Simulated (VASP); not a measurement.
The system is CdSe.

```
Cd Se
1.0
     0.00000    3.11067    3.11067
     3.11067    0.00000    3.11067
     3.11067    3.11067    0.00000
Cd Se
1 1
Direct
  0.00000 0.00000 0.00000
  0.25000 0.25000 0.25000
```

This cell differs from its parent crystal: volume scaled by 1.04.

Program: VASP 6.6.1. Alike in all runs: task single point; potentials or basis VASP PAW PBE potentials, release 64 (Cd, Se); no spin polarisation; cell as given; k mesh 8 × 8 × 8; cutoff (eV) 520.

Problem. Order these runs on this cell by their pressure, lowest first.
A. level RPBE; smearing fermi-dirac 0.05 eV
B. level BLYP+D4; smearing fermi-dirac 0.05 eV
C. level PBEsol+D3(BJ); smearing gaussian 0.1 eV

Solution. C (-4.3 GPa), B (-1.2 GPa), A (1.5 GPa).

Caveats: the PAW data sets were made with another functional, which shifts forces and pressure a little; three body term missing (some runs).
